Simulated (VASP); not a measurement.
# ScAl9 in VASP: further runs, part 2 of 2

VASP 6.6.1. Earlier steps stand in the parts before.

### Step 3. Single point, PBE

Input file INCAR:

```
SYSTEM = ScAl9
PREC = Accurate
ENCUT = 520
EDIFF = 1E-6
ISMEAR = -1
SIGMA = 0.1275
LREAL = Auto
LASPH = .True.
NELM = 60
ALGO = Normal
ISIF = 2
LWAVE = .False.
LCHARG = .False.
GGA = PE
NBANDS = 54
ISYM = 0
```

Input file KPOINTS:

```
Automatic mesh
0
Gamma
  1 1 1
  0.25 0.25 0.25
```

Input file POSCAR:

```
ScAl9
1.0
    7.4469130000     -0.0134000000     -0.0543370000
   -0.0134000000      6.6775230000     -0.0651690000
   -0.0543370000     -0.0651690000      7.1022430000
Al Sc
18 2
Direct
    0.3145866668      0.8959568215      0.5434918667
    0.3966141191      0.3047244058      0.5661065675
    0.4158895157      1.0137445607      0.1846230702
    0.3680547865      0.6096972867      0.1784241057
    0.2975726271      0.6554622749      0.8300103256
    0.7633673501      0.4408700550      0.2963649867
    0.5736327063     -0.0295441940      0.7913162243
    1.1392735833      0.8193170894      0.0691500958
    1.1217043080      0.5275024024      0.3854990390
    0.9613679174      0.4770631396     -0.0238033849
    0.0956077227      0.1175616693      0.3240897859
    0.5594841353      0.3110555888      0.9797106169
    0.8457682437      0.0900992344     -0.0219519121
    0.6487756868      0.6709351053     -0.0487040933
    0.8440447359      0.3097002926      0.6907214689
    0.5910994410      0.6447901944      0.5787202582
    0.8282389814      0.7924388399      0.2816857250
    0.6975672868      0.1067893041      0.4031308230
    0.9679138226      0.8457973760      0.6899965691
    0.2302797292      0.1651849723      0.8828538603
```

Potentials or basis: VASP PAW PBE potentials, release 64 (Al, Sc_sv).

Run with:

```sh
cat potpaw_PBE.64/Al/POTCAR potpaw_PBE.64/Sc_sv/POTCAR > POTCAR
mpirun -np 1 vasp_std > vasp.out
```

OUTCAR:

```text
SYSTEM = ScAl9
   PREC = Accurate
   ENCUT = 520
   EDIFF = 1E-6
   ISMEAR = -1
   LREAL = Auto
   LASPH = .True.
   NELM = 60
   ISIF = 2
   GGA = PE
   ISYM = 0

 ion  position               nearest neighbor table
   1  0.315  0.896  0.543-   5 2.62   7 2.63  16 2.67  11 2.70   3 2.80   2 2.80  19 2.82   9 3.03
                            20 3.05   4 3.22  18 3.35
   2  0.397  0.305  0.566-  16 2.69  20 2.76   1 2.80   9 2.84  18 2.86  11 3.05   7 3.06   5 3.07
                            12 3.16   3 3.31
   3  0.416  0.014  0.185-   8 2.55  18 2.66  11 2.68  12 2.71   4 2.72  20 2.74   1 2.80   7 3.06
                             2 3.31  14 3.31
   4  0.368  0.610  0.178-   8 2.34   9 2.44   5 2.55  14 2.69   3 2.72  12 2.82   1 3.22   6 3.26
                            16 3.28
   5  0.298  0.655  0.830-   8 2.34   4 2.55   1 2.62  14 2.74  16 2.84  19 2.94   7 2.96  10 2.98
                             2 3.07  12 3.21  20 3.34
   6  0.763  0.441  0.296-  17 2.40  18 2.42  16 2.74  10 2.74   9 2.79  12 2.82  15 3.00  14 3.03
                             4 3.26  13 3.29  11 3.30
   7  0.574  0.970  0.791-  14 2.38  13 2.52  12 2.62  16 2.63   1 2.63  20 2.95   5 2.96   3 3.06
                             2 3.06  18 3.07  15 3.13  19 3.15
   8  0.139  0.819  0.069-   5 2.34   4 2.34   3 2.55  11 2.69  10 2.70  20 2.77  17 2.79  13 2.92
                            19 2.97   9 3.01
   9  0.122  0.528  0.385-   4 2.44  11 2.77   6 2.79   2 2.84  17 2.91   8 3.01   1 3.03  10 3.14
[... 5 lines left out ...]
  12  0.559  0.311  0.980-  14 2.50  13 2.60   7 2.62  20 2.71   3 2.71   6 2.82   4 2.82  15 2.97
                             2 3.16  10 3.19   5 3.21
  13  0.846  0.090  0.978-   7 2.52  15 2.54  12 2.60  10 2.72  19 2.76   8 2.92  17 2.96  20 2.99
                            11 3.06  14 3.16  18 3.23   6 3.29
  14  0.649  0.671  0.951-   7 2.38  12 2.50  10 2.67  16 2.68   4 2.69   5 2.74  17 2.79   6 3.03
                            13 3.16  19 3.26   3 3.31  15 3.36
  15  0.844  0.310  0.691-  10 2.44  13 2.54  18 2.65  12 2.97   6 3.00  16 3.04   7 3.13  19 3.24
                            20 3.32  14 3.36   9 3.36
  16  0.591  0.645  0.579-   7 2.63   1 2.67  14 2.68   2 2.69   6 2.74   5 2.84  17 2.95  15 3.04
                            19 3.19   4 3.28
  17  0.828  0.792  0.282-   6 2.40  18 2.46  14 2.79   8 2.79   9 2.91  11 2.95  16 2.95  13 2.96
                            19 3.08  10 3.17
  18  0.698  0.107  0.403-   6 2.42  17 2.46  15 2.65   3 2.66   2 2.86  11 3.03   7 3.07  13 3.23
                             1 3.35  19 3.36
  19  0.968  0.846  0.690-  13 2.76   1 2.82   5 2.94   8 2.97  17 3.08   7 3.15  20 3.17  16 3.19
                            10 3.22   9 3.23  15 3.24  14 3.26  11 3.35  18 3.36
  20  0.230  0.165  0.883-  12 2.71   3 2.74   2 2.76   8 2.77   7 2.95  10 2.97  13 2.99   1 3.05
                            19 3.17  15 3.32  11 3.33   5 3.34

IMPORTANT INFORMATION: All symmetrisations will be switched off!
NOSYMM: (Re-)initialisation of all symmetry stuff for point group C_1.

----------------------------------------------------------------------------------------

                                     Primitive cell

  volume of cell :     353.1200

  direct lattice vectors                    reciprocal lattice vectors
     7.446913000 -0.013400000 -0.054337000     0.134291848  0.000279540  0.001029989
    -0.013400000  6.677523000 -0.065169000     0.000279540  0.149770124  0.001376404
    -0.054337000 -0.065169000  7.102243000     0.001029989  0.001376404  0.140821099

  length of vectors
     7.447123290  6.677854444  7.102749829     0.134296089  0.149776709  0.140831592

  position of ions in fractional coordinates (direct lattice)
     0.314586667  0.895956822  0.543491867
     0.396614119  0.304724406  0.566106568
     0.415889516  0.013744561  0.184623070
     0.368054786  0.609697287  0.178424106
     0.297572627  0.655462275  0.830010326
     0.763367350  0.440870055  0.296364987
[... 74 lines left out ...]
   NGXF,Y,Z  is equivalent  to a cutoff of  25.00, 24.90, 25.28 a.u.
 SYSTEM =  ScAl9
   PREC   = accura    normal or accurate (medium, high low for compatibility)
   ISTART =      0    job   : 0-new  1-cont  2-samecut
   ICHARG =      2    charge: 1-file 2-atom 10-const
   ISPIN  =      1    spin polarized calculation?
   LNONCOLLINEAR =      F non collinear calculations
   LSORBIT =      F    spin-orbit coupling
   LASPH  =      T    aspherical Exc in radial PAW
   ENCUT  =  520.0 eV  38.22 Ry    6.18 a.u.  13.85 12.42 13.21*2*pi/ulx,y,z
   NELM   =     60;   NELMIN=  2; NELMDL= -5     # of ELM steps
   EDIFF  = 0.1E-05   stopping-criterion for ELM
   LREAL  =      T    real-space projection
   EDIFFG = 0.1E-04   stopping-criterion for IOM
   NSW    =      0    number of steps for IOM
   IBRION =     -1    ionic relax: 0-MD 1-quasi-New 2-CG
   NFREE  =      0    steps in history (QN), initial steepest desc. (CG)
   ISIF   =      2    stress and relaxation
   ISYM   =      0    0-nonsym 1-usesym 2-fastsym
   POTIM  = 0.5000    time-step for ionic-motion
   TEBEG  =    0.0;   TEEND  =   0.0 temperature during run
   PSTRESS=    0.0 pullay stress
   NELECT =      76.0000    total number of electrons
   NUPDOWN=      -1.0000    fix difference up-down
   EMIN   =  10.00;   EMAX   =-10.00  energy-range for DOS
   EFERMI =   0.00;   METHOD = LEGACY
   ISMEAR =    -1;   SIGMA  =   0.13  broadening in eV -4-tet -1-fermi 0-gaus
   EFERMI_NEDOS =   21; number of points for ismear=-14 and -15
   IALGO  =     38    algorithm
   IMIX   =      4    mixing-type and parameters
     AMIX     =   0.40;   BMIX     =  1.00
     AMIX_MAG =   1.60;   BMIX_MAG =  1.00
  volume/ion in A,a.u.               =      17.66       119.15
  Fermi-wavevector in a.u.,A,eV,Ry     =   0.981082  1.853976 13.095901  0.962522
  Thomas-Fermi vector in A             =   2.112061
   LORBIT       =      0    0 simple, 1 ext, 2 COOP (PROOUT), +10 PAW based schemes
   GGA     = PE    functional components
   LHFCALC =     F    Hartree Fock is set to
   AEXX    =    0.0000 exact exchange contribution
   IVDW    =     0    specifies the selected vdW correction
   LEPSILON=     F    determine dielectric tensor
   LRPA    =     F    only Hartree local field effects (RPA)
 non-spin polarized calculation
  energy-cutoff  :      520.00
  volume of cell :      353.12
 maximum number of plane-waves:      9517
 NGX is ok and might be reduce to    56
   NGX = 27   NGY = 25   NGZ = 27

 number of electron      75.9999996 magnetization

 Free energy of the ion-electron system (eV)
  ---------------------------------------------------
  ext. energy  EPLUGINS =         0.00000000
  ---------------------------------------------------
  free energy    TOTEN  =       -76.02246908 eV

  energy without entropy =      -75.46058291  energy(sigma->0) =      -75.74152600

 E-fermi :   6.9921     XC(G=0): -10.0239

 val. band max:        6.9114122621   @ k =   0.2500   0.2500   0.2500
 cond. band min:       7.1264083872   @ k =   0.2500   0.2500   0.2500
 fundamental gap:      0.2149961251
 Fermi energy:         6.9920582292

 k-point     1 :       0.2500    0.2500    0.2500
  band No.  band energies     occupation
      1     -42.5009      2.00000
      2     -42.1747      2.00000
      3     -21.1929      2.00000
      4     -21.1581      2.00000
      5     -21.1460      2.00000
      6     -20.8888      2.00000
[... 42 lines left out ...]
     49       8.9024      0.00000
     50       9.1974      0.00000
 [bands above 50 left out]

------------------------ aborting loop because EDIFF is reached ----------------------------------------

  FORCE on cell =-STRESS in cart. coord.  units (eV):
  Direction    XX          YY          ZZ          XY          YZ          ZX
  --------------------------------------------------------------------------------------
  -------------------------------------------------------------------------------------
  Total       18.4006125     15.7858622     11.2162213      4.2623973     -5.8705618      6.1862036
  in kB       83.4873138     71.6236607     50.8902726     19.3393618    -26.6359306     28.0680611
  external PRESSURE =      68.6670824 kB  Pullay stress =       0.0000000 kB

 VOLUME and BASIS-vectors are now :
 -----------------------------------------------------------------------------
  energy-cutoff  :      520.00
  volume of cell :      353.12
      direct lattice vectors                 reciprocal lattice vectors
     7.446913000 -0.013400000 -0.054337000     0.134291848  0.000279540  0.001029989
    -0.013400000  6.677523000 -0.065169000     0.000279540  0.149770124  0.001376404
    -0.054337000 -0.065169000  7.102243000     0.001029989  0.001376404  0.140821099

 POSITION                                       TOTAL-FORCE (eV/Angst)
 -----------------------------------------------------------------------------------
      2.30116      5.94314      3.78453         0.040841      0.225973     -0.475142
      2.91871      1.99260      3.97922         0.541958      0.093211     -0.420057
      3.08688      0.07417      1.28774         1.573227      0.177197      0.523282
      2.72301      4.05471      1.20748         2.559710     -1.794202      1.061372
      2.16211      4.31879      5.83605         0.655525     -1.413038     -2.004161
      5.66272      2.91438      2.03465        -0.162029     -0.570056     -0.388657
[... 12 lines left out ...]
      7.15914      5.58989      4.79281        -1.130847     -0.637091     -0.821863
      1.66469      1.04241      6.24697        -1.322571      0.037422     -0.209737
 -----------------------------------------------------------------------------------
    total drift:                               -0.007365      0.007864      0.001157

  FREE ENERGIE OF THE ION-ELECTRON SYSTEM (eV)
  ---------------------------------------------------
  free  energy   TOTEN  =       -76.0224690849 eV

  energy  without entropy=      -75.4605829080  energy(sigma->0) =      -75.74152600
```

It took 46 s on 1 thread of AMD EPYC 7R43 (Zen 3), shared host; peak memory 0.31 GiB.

Results:

| Property | Result |
| --- | --- |
| Free energy | -76.0225 eV |
| Pressure | 6.9 GPa |
| Largest force | 3.613 eV/Å |
| Band gap on the k mesh | 0.21 eV |

Forces on the atoms (eV/Å):
```
Al   0.041  0.226 -0.475
Al   0.542  0.093 -0.420
Al   1.573  0.177  0.523
Al   2.560 -1.794  1.061
Al   0.656 -1.413 -2.004
Al  -0.162 -0.570 -0.389
Al  -0.452  1.410 -1.135
Al  -3.473  0.904  0.426
Al  -1.262  0.033  0.836
Al   0.891  0.916  1.251
Al  -0.688  0.885  0.356
Al  -0.147  0.054  0.528
Al   1.110 -0.718  1.907
Al   1.427  0.029  0.871
Al  -0.285  0.449 -1.686
Al   0.340 -0.152 -0.205
Al   0.582  0.485 -0.940
Al  -0.801 -0.414  0.525
Sc  -1.131 -0.637 -0.822
Sc  -1.323  0.037 -0.210
```

Stress tensor (GPa, compression positive):
```
 8.35  1.93  2.81
 1.93  7.16 -2.66
 2.81 -2.66  5.09
```

Levels at points of the mesh, in eV from the valence-band top:
| k point | band 35 | band 36 | band 37 | band 38 | band 39 | band 40 | band 41 | band 42 |
| --- | --- | --- | --- | --- | --- | --- | --- | --- |
| (0.25, 0.25, 0.25) | -0.71 | -0.40 | -0.24 | 0.00 | 0.21 | 0.29 | 0.61 | 0.70 |

Caveat: the k points lie up to 0.94 Å⁻¹ apart.

### Step 4. Single point, PBE

Input file INCAR:

```
SYSTEM = ScAl9
PREC = Accurate
ENCUT = 520
EDIFF = 1E-7
ISMEAR = -1
SIGMA = 0.1275
LREAL = Auto
LASPH = .TRUE.
NELM = 80
ALGO = Normal
ISIF = 2
LWAVE = .FALSE.
LCHARG = .FALSE.
GGA = PE
NBANDS = 54
ISYM = 0
```

KPOINTS is that of step 3.

Input file POSCAR:

```
ScAl9
1.0
    7.4469130000     -0.0134000000     -0.0543370000
   -0.0134000000      6.6775230000     -0.0651690000
   -0.0543370000     -0.0651690000      7.1022430000
Al Sc
18 2
Direct
    0.4600465259      0.8844626444      0.5185905487
    0.4126470731      0.3601396987      0.4838136273
    0.5636752021      0.9725792022      0.1415357702
    0.4946408450      0.5737558327      0.1477632339
    0.4173270163      0.5964515995      0.8289845127
    0.7533040723      0.2526955207      0.2329309484
    0.6718874426     -0.1101197869      0.7916693292
    1.1886292814      0.7586800938      0.1101005657
    1.0646043670      0.4612331740      0.3746172177
    1.2004866854      0.3081241553      0.0744619676
    0.1942701633      0.1113763615      0.3863953041
    0.6532529716      0.2934704515      0.8743129435
    0.9513274623      0.0083233241      0.0049931695
    0.8565692560      0.5829099819      0.0027740623
    1.0295891813      0.3366179310      0.7280375849
    0.6874618091      0.5622907826      0.5779227126
    0.8262362430      0.8170254170      0.3131619023
    0.7382790588      0.1197234382      0.5558942613
    1.0004994820      0.7808635376      0.6523736566
    0.3264185135      0.0699202646      0.8429493663
```

Run with:

```sh
cat potpaw_PBE.64/Al/POTCAR potpaw_PBE.64/Sc_sv/POTCAR > POTCAR
mpirun -np 1 vasp_std > vasp.out
```

It took 56 s on 1 thread of AMD EPYC 7R43 (Zen 3), shared host; peak memory 0.31 GiB.

The run converged. Its results:

- Free energy: -76.7504 eV
- Pressure: 6.3 GPa
- Largest force: 2.907 eV/Å
- Band gap on the k mesh: 0.19 eV

Forces in eV/Å, atoms in the order of the input:
```
Al  -1.125 -0.714 -1.449
Al   0.708  0.577  0.309
Al  -1.415 -0.504 -0.186
Al   1.206 -0.599  2.576
Al  -1.448  0.094 -1.997
Al   1.016  1.744 -0.146
Al  -0.030 -0.894  2.190
Al   0.021 -0.578  0.259
Al  -0.940  1.327 -0.334
Al  -0.477  1.812  0.894
Al  -1.054 -2.136  0.458
Al  -0.114 -0.242  0.208
Al  -0.081  0.752 -0.871
Al   0.221  0.155 -0.166
Al  -0.583 -0.460  0.163
Al   0.874 -0.639 -0.210
Al   0.132 -0.263 -0.100
Al   0.927  1.407 -0.586
Sc   1.847  0.554  0.601
Sc   0.315 -1.393 -1.614
```

Stress tensor (GPa, compression positive):
```
 5.76  2.58  4.65
 2.58  5.53 -0.60
 4.65 -0.60  7.55
```

Levels at points of the mesh, in eV from the valence-band top:
```tsv
k point	band 35	band 36	band 37	band 38	band 39	band 40	band 41	band 42
(0.25, 0.25, 0.25)	-0.75	-0.61	-0.35	0.00	0.19	0.43	0.65	0.75
```

Caveat: the k points lie up to 0.94 Å⁻¹ apart.

### Step 5. Single point, PBE

Input file INCAR:

```
SYSTEM = ScAl9
  PREC = Accurate
  ENCUT = 520
  EDIFF = 1E-7
  ISMEAR = -1
  SIGMA = 0.0922
  LREAL = Auto
  LASPH = .True.
  NELM = 80
  ALGO = Normal
  ISIF = 2
  LWAVE = .False.
  LCHARG = .False.
  GGA = PE
  ISYM = 0
  NBANDS = 54
```

KPOINTS is that of step 4.

Input file POSCAR:

```
ScAl9
1.0
    7.4469130000     -0.0134000000     -0.0543370000
   -0.0134000000      6.6775230000     -0.0651690000
   -0.0543370000     -0.0651690000      7.1022430000
Al Sc
18 2
Direct
    0.4149911390      0.7124141358      0.5755481318
    0.3807955302      0.3107571443      0.4386336850
    0.4578546630      1.0656052131      0.1641741736
    0.5147271839      0.5947311938      0.2064920572
    0.2243953246      0.6730200293      0.9254834017
    0.7753961173      0.2429190918      0.1372050341
    0.6475925914      0.8090649188      0.8869686929
    0.2161549180      0.8083276422      0.2708334696
   -0.0141370319      0.5074165317      0.3064646850
    0.1738252203      0.2700368630      0.0580046576
    0.0045121558      0.1132407800      0.4066879950
    0.5520733369      0.3518270019      0.8711674921
    0.9637084671     -0.0584645620     -0.0622865270
    0.8741604642      0.5292027083     -0.0727568927
    0.0583659693      0.2961237344      0.6989204001
    0.7089037719      0.5065195400      0.5439636571
    0.7934243314      0.8438781231      0.2234757374
    0.6706270967      0.0446270189      0.5431960245
   -0.0139717800      0.7607549952      0.5792048312
    0.3133521414      0.0269369747      0.7928516486
```

Run with:

```sh
cat potpaw_PBE.64/Al/POTCAR potpaw_PBE.64/Sc_sv/POTCAR > POTCAR
mpirun -np 1 vasp_std > vasp.out
```

Run time: 52 s. Hardware: 1 thread of AMD EPYC 7R43 (Zen 3), shared host; peak memory 0.31 GiB.

It converged, with:

```yaml
Free_energy: -77.3308 eV
Pressure: 5.1 GPa
Largest_force: 2.004 eV/Å
Band_gap_on_the_k_mesh: 0.22 eV
```

Forces on the atoms (eV/Å):
```
Al  -0.327 -0.228 -0.424
Al  -0.356  0.264  0.692
Al   0.882 -0.517 -0.083
Al   0.026 -0.344 -0.338
Al   0.145 -1.983 -0.078
Al   0.006 -0.171  0.386
Al  -1.272  0.288 -0.733
Al  -0.401  0.027  0.322
Al   0.584 -1.007 -1.210
Al   0.098  0.892  0.726
Al   0.430  0.316 -1.290
Al  -0.595  0.248 -0.552
Al   0.695  0.998 -0.582
Al   0.392  0.087 -0.020
Al  -0.349  0.940  0.436
Al  -0.214 -0.953  0.132
Al  -0.545 -0.234  1.179
Al  -0.592  0.190  0.215
Sc   0.686  0.688  1.753
Sc   0.709  0.498 -0.531
```

Stress tensor (GPa, compression positive):
```
 6.99  2.97  4.54
 2.97  4.14 -1.28
 4.54 -1.28  4.08
```

Levels at points of the mesh, in eV from the valence-band top:
```csv
k point,band 35,band 36,band 37,band 38,band 39,band 40,band 41,band 42
"(0.25, 0.25, 0.25)",-0.56,-0.33,-0.21,0.00,0.22,0.40,0.52,0.76
```

Caveat: the k points lie up to 0.94 Å⁻¹ apart.
